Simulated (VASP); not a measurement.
# MgMn3NiO8 (R-3m) in VASP: electric field gradients with PBE

Aim: the electric field gradients of MgMn3NiO8 with PBE.

Everything below comes from runs of VASP 6.6.1. Logs are shortened: lines on timing, memory, paths and dates and some standing lists are left out, and cuts for length are marked.

## (1) The cell of the first run

Symmetry: R-3m, No. 166, trigonal system. Conventional cell: a = 5.899 Å, b = 5.899 Å, c = 14.582 Å, α = 90.00°, β = 90.00°, γ = 120.00°. Within 2.8 Å of Mg (site symmetry -3m) lie 6 O at 2.09 Å. Mn (site symmetry 2/m) has 6 O at 1.94 to 1.97 Å within 2.6 Å. Ni (site symmetry -3m) has 6 O at 2.12 Å within 2.8 Å. O (site symmetry m) has 2 Mn at 1.94 Å and 1 Mg at 2.09 Å and 1 Ni at 2.12 Å and 1 O at 2.55 Å within 2.6 Å. O (site symmetry 3m) has 3 Mn at 1.97 Å and 3 O at 2.55 Å within 2.6 Å.

## (2) Electric field gradients, PBE, collinear spin, ferromagnetic start

Input file INCAR:

```
PREC = Accurate
ENCUT = 520
EDIFF = 1E-8
ISMEAR = -1
SIGMA = 0.02
LREAL = F
LASPH = T
NELM = 150
ALGO = Normal
ISIF = 2
LWAVE = F
LCHARG = F
ISPIN = 2
MAGMOM = 0 3 3 3 2 0 0 0 0 0 0 0 0
LORBIT = 11
LMAXMIX = 4
GGA = PE
LEFG = T
NBANDS = 66
```

Input file KPOINTS:

```
regular mesh
0
Gamma
  4 4 4
```

Input file POSCAR:

```
MgMn3NiO8
1.0
    2.9493985993      1.7028360753      4.8606095330
   -2.9493985993      1.7028360753      4.8606095330
    0.0000000000     -3.4056721505      4.8606095330
Mg Mn Ni O
1 3 1 8
Direct
    0.0000000000      0.0000000000      0.0000000000
    0.0000000000      0.5000000000      0.5000000000
    0.5000000000      0.5000000000      0.0000000000
    0.5000000000      0.0000000000      0.5000000000
    0.5000000000      0.5000000000      0.5000000000
    0.2487455000      0.2487455000      0.7124270000
    0.2487455000      0.7124270000      0.2487455000
    0.7124270000      0.2487455000      0.2487455000
    0.2659303300      0.2659303300      0.2659303300
    0.7340696700      0.7340696700      0.7340696700
    0.2875730000      0.7512545000      0.7512545000
    0.7512545000      0.2875730000      0.7512545000
    0.7512545000      0.7512545000      0.2875730000
```

Potentials or basis: VASP PAW PBE potentials, release 64 (Mg, Mn_pv, Ni, O).

Command:

```sh
$ cat potpaw_PBE.64/Mg/POTCAR potpaw_PBE.64/Mn_pv/POTCAR potpaw_PBE.64/Ni/POTCAR potpaw_PBE.64/O/POTCAR > POTCAR
$ mpirun -np 1 vasp_std > vasp.out
```

OUTCAR:

```text
PREC = Accurate
   ENCUT = 520
   EDIFF = 1E-8
   ISMEAR = -1
   LREAL = F
   LASPH = T
   NELM = 150
   ISIF = 2
   ISPIN = 2
   LORBIT = 11
   GGA = PE

 ion  position               nearest neighbor table
   1  0.000  0.000  0.000-   7 2.09   8 2.09  11 2.09  12 2.09   6 2.09  13 2.09   3 2.95   3 2.95
                             2 2.95   2 2.95   4 2.95   4 2.95
   2  0.000  0.500  0.500-   6 1.94  13 1.94  12 1.94   7 1.94   9 1.97  10 1.97   4 2.95   4 2.95
                             1 2.95   1 2.95   3 2.95   3 2.95   5 2.97   5 2.97
   3  0.500  0.500  0.000-   7 1.94   8 1.94  11 1.94  12 1.94   9 1.97  10 1.97   1 2.95   1 2.95
                             2 2.95   4 2.95   4 2.95   2 2.95   5 2.97   5 2.97
   4  0.500  0.000  0.500-   6 1.94  13 1.94  11 1.94   8 1.94   9 1.97  10 1.97   2 2.95   2 2.95
                             1 2.95   3 2.95   1 2.95   3 2.95   5 2.97   5 2.97
   5  0.500  0.500  0.500-   7 2.12   8 2.12  11 2.12  12 2.12   6 2.12  13 2.12   3 2.97   3 2.97
                             4 2.97   2 2.97   4 2.97   2 2.97
   6  0.249  0.249  0.712-   2 1.94   4 1.94   1 2.09   5 2.12
   7  0.249  0.712  0.249-   3 1.94   2 1.94   1 2.09   5 2.12
   8  0.712  0.249  0.249-   3 1.94   4 1.94   1 2.09   5 2.12
   9  0.266  0.266  0.266-   2 1.97   4 1.97   3 1.97
  10  0.734  0.734  0.734-   2 1.97   4 1.97   3 1.97
  11  0.288  0.751  0.751-   3 1.94   4 1.94   1 2.09   5 2.12
  12  0.751  0.288  0.751-   3 1.94   2 1.94   1 2.09   5 2.12
  13  0.751  0.751  0.288-   2 1.94   4 1.94   1 2.09   5 2.12

  LATTYP: Found a trigonal (rhomboedric) cell.
 ALAT       =     5.9349918137
 COS(alpha) =     0.5060799155

  Lattice vectors:

 A1 = (   2.9493985993,   1.7028360753,   4.8606095330)
 A2 = (  -2.9493985993,   1.7028360753,   4.8606095330)
 A3 = (   0.0000000000,  -3.4056721505,   4.8606095330)

Analysis of symmetry for initial positions (statically):
=====================================================================
 Subroutine PRICEL returns:
 Original cell was already a primitive cell.

 Routine SETGRP: Setting up the symmetry group for a
 trigonal (rhombohedral) supercell.

 Subroutine GETGRP returns: Found 12 space group operations
 (whereof 12 operations were pure point group operations)
 out of a pool of 12 trial point group operations.

The static configuration has the point symmetry D_3d.

Analysis of symmetry for dynamics (positions and initial velocities):
=====================================================================
 Subroutine PRICEL returns:
 Original cell was already a primitive cell.

 Routine SETGRP: Setting up the symmetry group for a
 trigonal (rhombohedral) supercell.

 Subroutine GETGRP returns: Found 12 space group operations
 (whereof 12 operations were pure point group operations)
 out of a pool of 12 trial point group operations.

The dynamic configuration has the point symmetry D_3d.

Analysis of structural, dynamic, and magnetic symmetry:
=====================================================================
 Subroutine PRICEL returns:
 Original cell was already a primitive cell.

 Routine SETGRP: Setting up the symmetry group for a
 trigonal (rhombohedral) supercell.

 Subroutine GETGRP returns: Found 12 space group operations
 (whereof 12 operations were pure point group operations)
 out of a pool of 12 trial point group operations.

The overall configuration has the point symmetry D_3d.

 Subroutine INISYM returns: Found 12 space group operations
 (whereof 12 operations are pure point group operations),
 and found     1 'primitive' translations

----------------------------------------------------------------------------------------

                                     Primitive cell

  volume of cell :     146.4699

  direct lattice vectors                    reciprocal lattice vectors
     2.949398599  1.702836075  4.860609533     0.169526086  0.097875931  0.068578505
    -2.949398599  1.702836075  4.860609533    -0.169526086  0.097875931  0.068578505
     0.000000000 -3.405672151  4.860609533     0.000000000 -0.195751863  0.068578505
[... 1826 lines left out ...]
  -------------------------------------------------------------------------------------
  Total       -5.4920811     -5.4920811     -3.4980922      0.0000000     -0.0000000      0.0000000
  in kB      -60.0757538    -60.0757538    -38.2642792      0.0000000     -0.0000000      0.0000000
  external PRESSURE =     -52.8052623 kB  Pullay stress =       0.0000000 kB

 VOLUME and BASIS-vectors are now :
 -----------------------------------------------------------------------------
  energy-cutoff  :      520.00
  volume of cell :      146.47
      direct lattice vectors                 reciprocal lattice vectors
     2.949398599  1.702836075  4.860609533     0.169526086  0.097875931  0.068578505
    -2.949398599  1.702836075  4.860609533    -0.169526086  0.097875931  0.068578505
     0.000000000 -3.405672151  4.860609533     0.000000000 -0.195751863  0.068578505

 POSITION                                       TOTAL-FORCE (eV/Angst)
 -----------------------------------------------------------------------------------
      0.00000      0.00000      0.00000        -0.000000     -0.000000     -0.000000
     -1.47470     -0.85142      4.86061         0.000000      0.000000     -0.000000
      0.00000      1.70284      4.86061        -0.000000      0.000000     -0.000000
      1.47470     -0.85142      4.86061        -0.000000     -0.000000     -0.000000
      0.00000      0.00000      7.29091         0.000000     -0.000000     -0.000000
      0.00000     -1.57915      5.88094         0.000000      0.400863     -0.164206
     -1.36758      0.78957      5.88094         0.347158     -0.200432     -0.164206
      1.36758      0.78957      5.88094        -0.347158     -0.200432     -0.164206
      0.00000      0.00000      3.87775         0.000000      0.000000      0.353021
      0.00000      0.00000     10.70408         0.000000     -0.000000     -0.353021
     -1.36758     -0.78957      8.70089         0.347158      0.200432      0.164206
      1.36758     -0.78957      8.70089        -0.347158      0.200432      0.164206
      0.00000      1.57915      8.70089         0.000000     -0.400863      0.164206
 -----------------------------------------------------------------------------------
    total drift:                                0.000000      0.000000     -0.000000

  FREE ENERGIE OF THE ION-ELECTRON SYSTEM (eV)
  ---------------------------------------------------
  free  energy   TOTEN  =       -95.6564396129 eV

  energy  without entropy=      -95.6564396129  energy(sigma->0) =      -95.65643961

 Electric field gradients (V/A^2)
---------------------------------------------------------------------
 ion       V_xx      V_yy      V_zz      V_xy      V_xz      V_yz
---------------------------------------------------------------------
   1      -4.489    -4.489     8.978     0.000    -0.000    -0.000
   2      -5.899    -7.821    13.720     1.665   -17.230    -9.948
   3      -8.782    -4.938    13.720     0.000     0.000    19.896
   4      -5.899    -7.821    13.720    -1.665    17.230    -9.948
   5       7.897     7.897   -15.793     0.000    -0.000    -0.000
   6      26.670   -26.597    -0.072    -0.000     0.000    -0.680
   7     -13.281    13.353    -0.072    23.065    -0.589     0.340
   8     -13.281    13.353    -0.072   -23.065     0.589     0.340
   9      16.312    16.312   -32.624    -0.000     0.000    -0.000
  10      16.312    16.312   -32.624     0.000     0.000    -0.000
  11     -13.281    13.353    -0.072   -23.065     0.589     0.340
  12     -13.281    13.353    -0.072    23.065    -0.589     0.340
  13      26.670   -26.597    -0.072     0.000    -0.000    -0.680
---------------------------------------------------------------------

 Electric field gradients after diagonalization (V/A^2)
 (convention: |V_zz| > |V_xx| > |V_yy|)
----------------------------------------------------------------------
 ion       V_xx      V_yy      V_zz     asymmetry (V_yy - V_xx)/ V_zz
----------------------------------------------------------------------
   1      -4.489    -4.489     8.978       0.000
   2     -17.583    -8.782    26.365       0.334
   3     -17.583    -8.782    26.365       0.334
   4     -17.583    -8.782    26.365       0.334
   5       7.897     7.897   -15.793       0.000
   6     -26.615    -0.055    26.670       0.996
   7     -26.615    -0.055    26.670       0.996
   8     -26.615    -0.055    26.670       0.996
   9      16.312    16.312   -32.624       0.000
  10      16.312    16.312   -32.624       0.000
  11     -26.615    -0.055    26.670       0.996
  12     -26.615    -0.055    26.670       0.996
  13     -26.615    -0.055    26.670       0.996
----------------------------------------------------------------------

           NMR quadrupolar parameters

 Cq : quadrupolar parameter    Cq=e*Q*V_zz/h
 eta: asymmetry parameters     (V_yy - V_xx)/ V_zz
 Q  : nuclear electric quadrupole moment in mb (millibarn)
----------------------------------------------------------------------
 ion       Cq(MHz)       eta       Q (mb)
----------------------------------------------------------------------
   1       0.022       0.000       1.000
   2       0.064       0.334       1.000
   3       0.064       0.334       1.000
   4       0.064       0.334       1.000
   5      -0.038       0.000       1.000
   6       0.064       0.996       1.000
   7       0.064       0.996       1.000
   8       0.064       0.996       1.000
   9      -0.079       0.000       1.000
  10      -0.079       0.000       1.000
  11       0.064       0.996       1.000
  12       0.064       0.996       1.000
  13       0.064       0.996       1.000
----------------------------------------------------------------------

 total charge

# of ion       s       p       d       tot
------------------------------------------
    1        0.136   0.158   0.073   0.366
    2        0.335   6.419   4.872  11.626
    3        0.335   6.419   4.872  11.626
    4        0.335   6.419   4.872  11.626
    5        0.308   0.363   8.157   8.828
    6        1.568   3.429   0.000   4.997
    7        1.568   3.429   0.000   4.997
    8        1.568   3.429   0.000   4.997
    9        1.580   3.372   0.000   4.952
   10        1.580   3.372   0.000   4.952
   11        1.568   3.429   0.000   4.997
   12        1.568   3.429   0.000   4.997
   13        1.568   3.429   0.000   4.997
--------------------------------------------------
tot         14.017  47.098  22.847  83.961

 magnetization (x)

# of ion       s       p       d       tot
------------------------------------------
    1        0.002  -0.004  -0.002  -0.003
    2        0.027   0.035   2.792   2.853
    3        0.027   0.035   2.792   2.853
    4        0.027   0.035   2.792   2.853
    5        0.010   0.003  -1.503  -1.490
    6       -0.003  -0.034   0.000  -0.037
    7       -0.003  -0.034   0.000  -0.037
    8       -0.003  -0.034   0.000  -0.037
    9        0.003  -0.011   0.000  -0.008
   10        0.003  -0.011   0.000  -0.008
   11       -0.003  -0.034   0.000  -0.037
   12       -0.003  -0.034   0.000  -0.037
   13       -0.003  -0.034   0.000  -0.037
--------------------------------------------------
tot          0.083  -0.122   6.870   6.831
```

Wall time 17 min (1 thread of Oxide Virtual Turin-like, shared host); peak memory 0.5 GiB.

What came out:

- Free energy: -95.6564 eV
- Pressure: -5.3 GPa
- Largest force: 0.433 eV/Å
- Band gap on the k mesh: 0.97 eV (least direct gap 1.16 eV)
- Net moment: 7.00 μB per cell
- Site moments: Mg -0.00; Mn +2.85; Ni -1.49; O -0.04, -0.01 (each value once) μB
- Largest electric field gradient by atom: Mg +9.0; Mn +26.4; Ni -15.8; O +26.7, -32.6 (each value once) V/Å²
- Valence electrons inside the program's atomic spheres: Mg 0.37; Mn 11.63; Ni 8.83; O 5.00, 4.95 (each value once)

Forces in eV/Å, atoms in the order of the input:
```
Mg   0.000  0.000  0.000
Mn   0.000  0.000  0.000
Mn   0.000  0.000  0.000
Mn   0.000  0.000  0.000
Ni   0.000  0.000  0.000
O    0.000  0.401 -0.164
O    0.347 -0.200 -0.164
O   -0.347 -0.200 -0.164
O    0.000  0.000  0.353
O    0.000  0.000 -0.353
O    0.347  0.200  0.164
O   -0.347  0.200  0.164
O    0.000 -0.401  0.164
```

Electric field gradients, principal values (V/Å²):
| atom | least | middle | greatest (by size) |
| --- | --- | --- | --- |
| 1 Mg | -4.489 | -4.489 | 8.978 |
| 2 Mn | -8.782 | -17.583 | 26.365 |
| 3 Mn | -8.782 | -17.583 | 26.365 |
| 4 Mn | -8.782 | -17.583 | 26.365 |
| 5 Ni | 7.897 | 7.897 | -15.793 |
| 6 O | -0.055 | -26.615 | 26.670 |
| 7 O | -0.055 | -26.615 | 26.670 |
| 8 O | -0.055 | -26.615 | 26.670 |
| 9 O | 16.312 | 16.312 | -32.624 |
| 10 O | 16.312 | 16.312 | -32.624 |
| 11 O | -0.055 | -26.615 | 26.670 |
| 12 O | -0.055 | -26.615 | 26.670 |
| 13 O | -0.055 | -26.615 | 26.670 |

Caveat: the cell stands under tension; without QUAD_EFG the Cq values of the log hold for a quadrupole moment of 1 mb, not for the nuclei; only a ferromagnetic start was run, and an antiferromagnetic order may lie lower in energy.
